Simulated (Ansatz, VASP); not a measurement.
## SnO2: VASP beside Ansatz

```
Sn O
1.0
     0.00000    2.57415    2.57415
     2.57415    0.00000    2.57415
     2.57415    2.57415    0.00000
Sn O
1 2
Direct
  0.00000 0.00000 0.00000
  0.75000 0.75000 0.75000
  0.25000 0.25000 0.25000
```

Alike in both runs: task relaxation of cell and atoms; functional PBEsol; dispersion D4; k mesh 9 × 9 × 9; occupations fermi-dirac, width 0.05 eV; no spin polarisation.

```csv
,VASP,Ansatz
version,VASP 6.6.1,Ansatz 0.2.0
potentials or method,"VASP PAW PBE potentials, release 64 (Sn_d, O)",Ansatz PAW
plane-wave cutoff (eV),600,420
valence electrons in the cell,26,26
```

Ansatz gave:

```
gap on the k mesh at the Fermi level, each at its own relaxed structure (eV) : 0.30
relaxed volume (Å³/atom)                                                     : 10.84
relaxed cell length with the largest relative difference (Å)                 : 3.582
```

Which values does VASP return?

gap on the k mesh at the Fermi level, each at its own relaxed structure (eV): 0.27; relaxed volume (Å³/atom): 10.86; relaxed cell length with the largest relative difference (Å): 3.585.

VASP's potentials were made for PBE, not for PBEsol.

Noted on Ansatz's run: Pulay correction over one GPa; odd divisions of the mesh miss points on the zone boundary, where band edges often lie, so the gap on the mesh can be too wide; the plane-wave basis is chosen anew once the cell has moved, so the energies of steps on either side of that aren't comparable.
